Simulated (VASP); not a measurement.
Runs of VASP 6.6.1 on P. The structure is that of space group Pmna (No. 53), or close to it. The cells are those of the table. 

```csv
cell,gap on the mesh (eV),largest force (eV/Å)
"a = 3.202, b = 33.986, c = 4.748 Å, 4 atoms",1.12,0.45
"a = 3.366, b = 35.728, c = 4.400 Å, 4 atoms",0.53,0.97
"a = 3.284, b = 34.857, c = 4.400 Å, 4 atoms",0.60,1.06
"a = 3.284, b = 34.857, c = 4.516 Å, 4 atoms",0.75,0.65
"a = 3.202, b = 33.986, c = 4.632 Å, 4 atoms",(a),0.60
"a = 3.202, b = 33.986, c = 4.864 Å, 4 atoms",(b),0.58
```

Alike in all rows: task single point; level PBEsol; potentials or basis VASP PAW PBE potentials, release 64 (P); no spin polarisation; k mesh 8 × 1 × 6; cutoff (eV) 520; smearing gaussian 0.05 eV.

Q: Estimate the missing entries.

A: (a) 0.99; (b) 1.13.

Caveats: there is no dipole correction, which matters where the two faces differ; the PAW data sets were made with another functional, which shifts forces and pressure a little.

A k mesh can miss the band edges.
